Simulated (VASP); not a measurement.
A run of VASP 6.6.1 is set up as follows.

File INCAR:

```
SYSTEM = CuAu
PREC = Accurate
ENCUT = 520
EDIFF = 1E-7
ISMEAR = -1
SIGMA = 0.08
LREAL = .False.
LASPH = .True.
NELM = 150
ALGO = Normal
ISIF = 2
LWAVE = .False.
LCHARG = .True.
ISPIN = 2
MAGMOM = 0.3 0
LORBIT = 11
NUPDOWN = 0.3
LMAXMIX = 4
GGA = CA
LELF = .True.
LVHAR = .True.
NBANDS = 22
```

File KPOINTS:

```
Automatic mesh
0
Gamma
  12 12 9
  0 0 0
```

The input POSCAR:

```
CuAu
1.0
    2.8107494552      0.0000000000      0.0000000000
    0.0000000000      2.8107494552      0.0000000000
    0.0000000000      0.0000000000      3.6850000000
Cu Au
1 1
Direct
    0.5000000000      0.5000000000      0.5000000000
    0.0000000000      0.0000000000      0.0000000000
```

Potentials or basis: VASP PAW LDA potentials, release 64 (Cu, Au).

Command:

```bash
$ cat potpaw_LDA.64/Cu/POTCAR potpaw_LDA.64/Au/POTCAR > POTCAR
$ mpirun -np 1 vasp_std > vasp.out
```

Problem. Estimate the pressure.

Solution. -8.0 GPa.

Stress tensor (GPa, compression positive):
```
-7.67  0.00  0.00
 0.00 -7.67  0.00
 0.00  0.00 -8.77
```

Caveat: the cell stands under tension; the total moment is fixed, so each spin has its own Fermi level and the state may be an excited one.
